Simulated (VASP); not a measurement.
A run of VASP 6.6.1:

File INCAR:

```
  PREC = Accurate
  ENCUT = 520
  EDIFF = 1E-7
  ISMEAR = 0
  SIGMA = 0.1
  LREAL = False
  LASPH = True
  NELM = 150
  ALGO = Normal
  ISIF = 2
  LWAVE = False
  LCHARG = True
  ISPIN = 2
  MAGMOM = 2
  LORBIT = 11
  LMAXMIX = 4
  GGA = PS
  LELF = True
  LVHAR = True
  NBANDS = 15
```

The input KPOINTS:

```
regular mesh
0
Gamma
  10 10 10
```

Contents of POSCAR:

```
Ni
1.0
   -1.3837154700      1.3837154700      1.3837154700
    1.3837154700     -1.3837154700      1.3837154700
    1.3837154700      1.3837154700     -1.3837154700
Ni
1
Direct
    0.0000000000      0.0000000000      0.0000000000
```

Potentials or basis: VASP PAW PBE potentials, release 64 (Ni).

Command:

```bash
$ cat potpaw_PBE.64/Ni/POTCAR > POTCAR
$ mpirun -np 1 vasp_std > vasp.out
```

Hardware: 1 thread of Intel(R) Xeon(R) Platinum 8259CL CPU @ 2.50GHz (Skylake/Cascade Lake) (shared host).

How long does it take, and how much memory?

Wall time 28 s on 1 thread of Intel(R) Xeon(R) Platinum 8259CL CPU @ 2.50GHz (Skylake/Cascade Lake), with other jobs on the host, peak memory 0.13 GiB. Counts: scf iterations 17, k points 47.
